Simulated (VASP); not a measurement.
Here is a VASP 6.6.1 calculation.

POSCAR

```
LiNbO3
1.0
    2.5123346352      1.4504970779      4.5479225103
   -2.5123346352      1.4504970779      4.5479225103
    0.0000000000     -2.9009941559      4.5479225103
Li Nb O
2 2 6
Direct
    0.2837961152      0.2837961152      0.2837961152
    0.7837961152      0.7837961152      0.7837961152
   -0.0003402552     -0.0003402552     -0.0003402552
    0.4996597448      0.4996597448      0.4996597448
    0.0985602136      0.3744896416      0.7153092849
    0.7153092849      0.0985602136      0.3744896416
    0.3744896416      0.7153092849      0.0985602136
    0.2153092849      0.8744896416      0.5985602136
    0.8744896416      0.5985602136      0.2153092849
    0.5985602136      0.2153092849      0.8744896416
```

Contents of INCAR.step1:

```
SYSTEM = LiNbO3
PREC = Accurate
ENCUT = 830
ISMEAR = 0
SIGMA = 0.02
LREAL = .False.
LASPH = .True.
NELM = 120
NBANDS = 45
GGA = PE
ALGO = Normal
EDIFF = 1E-5
LWAVE = .True.
LCHARG = .False.
GGA_COMPAT = .False.
```

File INCAR.step2:

```
SYSTEM = LiNbO3
PREC = Accurate
ENCUT = 830
EDIFF = 1E-6
ISMEAR = 0
SIGMA = 0.02
LREAL = .False.
LASPH = .True.
NELM = 120
ALGO = Normal
ISIF = 2
LWAVE = .False.
LCHARG = .False.
METAGGA = R2SCAN
LMIXTAU = .True.
NBANDS = 45
ISTART = 1
GGA_COMPAT = .False.
```

File KPOINTS:

```
Automatic mesh
0
Gamma
  6 6 6
  0 0 0
```

Potentials or basis: VASP PAW PBE potentials, release 64 (Li_sv, Nb_sv, O).

Run with:

```console
$ cat potpaw_PBE.64/Li_sv/POTCAR potpaw_PBE.64/Nb_sv/POTCAR potpaw_PBE.64/O/POTCAR > POTCAR
$ cp INCAR.step1 INCAR
$ mpirun -np 1 vasp_std > vasp.out
$ cp INCAR.step2 INCAR
$ mpirun -np 1 vasp_std > vasp.out
```

**Question.** What does it give for the largest force?

**Answer.** 0.020 eV/Å.

**Question.** What does it give for the pressure?

**Answer.** 8.4 GPa.

**Question.** Estimate the band gap on the k mesh.

**Answer.** 4.09 eV (least direct gap 4.16 eV).

Forces on the atoms (eV/Å):
```
Li   0.000  0.000  0.007
Li   0.000  0.000  0.007
Nb   0.000  0.000 -0.020
Nb   0.000  0.000 -0.020
O    0.000  0.005  0.004
O   -0.005 -0.003  0.004
O    0.005 -0.003  0.004
O   -0.005 -0.003  0.004
O    0.000  0.005  0.004
O    0.005 -0.003  0.004
```

Caveat: the cell stands under pressure; the PAW data sets were made with another functional, which shifts forces and pressure a little. A k mesh can miss the band edges.
